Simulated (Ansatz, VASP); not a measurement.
**Two plane-wave programs on Al2O3**

Contents of POSCAR:

```
Al2O3
1.0
    2.9275898225      0.0000000000      0.0000000000
   -1.4637949113      2.5353671582      0.0000000000
    0.0000000000      0.0000000000      9.6168570938
Al O
2 3
Direct
    0.0000000000      0.0000000000      0.1499923300
    0.0000000000      0.0000000000      0.8500076700
    0.3333333333      0.6666666667      0.2223169200
    0.6666666667      0.3333333333      0.0000000000
    0.3333333333      0.6666666667      0.7776830800
```

The input INCAR.step1:

```
SYSTEM = Al2O3
PREC = Accurate
ENCUT = 520
ISMEAR = 0
SIGMA = 0.05
LREAL = .FALSE.
LASPH = .TRUE.
NELM = 100
NBANDS = 20
GGA = PE
ALGO = Normal
EDIFF = 1E-4
LWAVE = .TRUE.
LCHARG = .FALSE.
```

INCAR.step2

```
SYSTEM = Al2O3
PREC = Accurate
ENCUT = 520
EDIFF = 1E-7
ISMEAR = 0
SIGMA = 0.05
LREAL = .FALSE.
LASPH = .TRUE.
NELM = 100
ALGO = Normal
ISIF = 2
LWAVE = .FALSE.
LCHARG = .FALSE.
METAGGA = R2SCAN
LMIXTAU = .TRUE.
NBANDS = 20
ISTART = 1
```

Contents of KPOINTS:

```
regular mesh
0
G
  12 12 4
  0 0 0
```

Input for Ansatz:

```yaml
crystal:
  lattice:
    - [2.9275898225, 0.0, 0.0]
    - [-1.4637949113, 2.5353671582, 0.0]
    - [0.0, 0.0, 9.6168570938]
  atoms:
    - { symbol: Al, position: [0.0, 0.0, 0.14999233] }
    - { symbol: Al, position: [0.0, 0.0, 0.85000767] }
    - { symbol: O, position: [0.3333333333, 0.6666666667, 0.22231692] }
    - { symbol: O, position: [0.6666666667, 0.3333333333, 0.0] }
    - { symbol: O, position: [0.3333333333, 0.6666666667, 0.77768308] }
basis:
  ecutwfc: 500
kpoints:
  mp_grid: { grid: [12, 12, 4] }
hamiltonian:
  xc: r2scan
scf:
  occupations: { method: gaussian, width: 0.05 }
output:
  forces: true
  stress: true
  eigenvalues: true
  write_density: true
  write_potential: true
  elf: true
  volumetric_format: npy
```

Change from the starting cell: strain +0.015 along x and y, +0.030 along z, atoms carried along.

Alike in both runs: task single point; functional r2SCAN; k mesh 12 × 12 × 4; occupations gaussian, width 0.05 eV; no spin polarisation.

|  | VASP | Ansatz |
| --- | --- | --- |
| version | VASP 6.6.1 | Ansatz 0.2.0 |
| potentials or method | VASP PAW PBE potentials, release 64 (Al, O), cutoff 520 eV | scalar-relativistic, plane waves, PAW |
| valence electrons in the cell | 24 | 24 |

Ansatz gave:

| Quantity | Value |
| --- | --- |
| gap on the k mesh at the Fermi level (eV) | 5.23 |
| least direct gap on the mesh (eV) | 5.42 |
| pressure (GPa) | -11.2 |
| traceless stress, the component that is largest in VASP (GPa) | 1.63 |
| rms of the force components (eV/Å) | 0.396 |

Problem. Which values does VASP return?

Solution. gap on the k mesh at the Fermi level (eV): 5.20; least direct gap on the mesh (eV): 5.40; pressure (GPa): -11.4; traceless stress, the component that is largest in VASP (GPa): 1.41; rms of the force components (eV/Å): 0.413.

VASP's potentials were made for PBE, not for r2SCAN. Atom by atom the forces differ by 0.019 eV/Å (rms over components). Ansatz's warnings: xc potential rough in thin density.
